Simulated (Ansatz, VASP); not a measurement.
Ga in VASP and in Ansatz

```
Ga
1.0
     2.81129    0.00000    0.00000
    -1.40564    2.43465    0.00000
     0.00000    0.00000    4.43836
Ga
2
Direct
  0.33333 0.66667 0.25000
  0.66667 0.33333 0.75000
```

Alike in both runs: task single point; functional LDA; k mesh 14 × 14 × 8; occupations fermi-dirac, width 0.1 eV; no spin polarisation.

|  | VASP | Ansatz |
| --- | --- | --- |
| version | VASP 6.6.1 | Ansatz 0.2.0 |
| potentials or method | VASP PAW LDA potentials, release 64 (Ga_d), cutoff 520 eV | plane waves (420 eV) with PAW, scalar-relativistic |
| valence electrons in the cell | 26 | 26 |

Ansatz gave:

| Item | Value |
| --- | --- |
| pressure (GPa) | 11.3 |
| traceless stress, the component that is largest in VASP (GPa) | 0.60 |

Which values does VASP return?

Pressure (GPa): 11.6; traceless stress, the component that is largest in VASP (GPa): 0.62.

Ansatz warns that its potentials were made for another functional, while VASP's fit it. LDA's correlation is that of Perdew and Zunger in VASP and of Perdew and Wang (1992) in Ansatz.
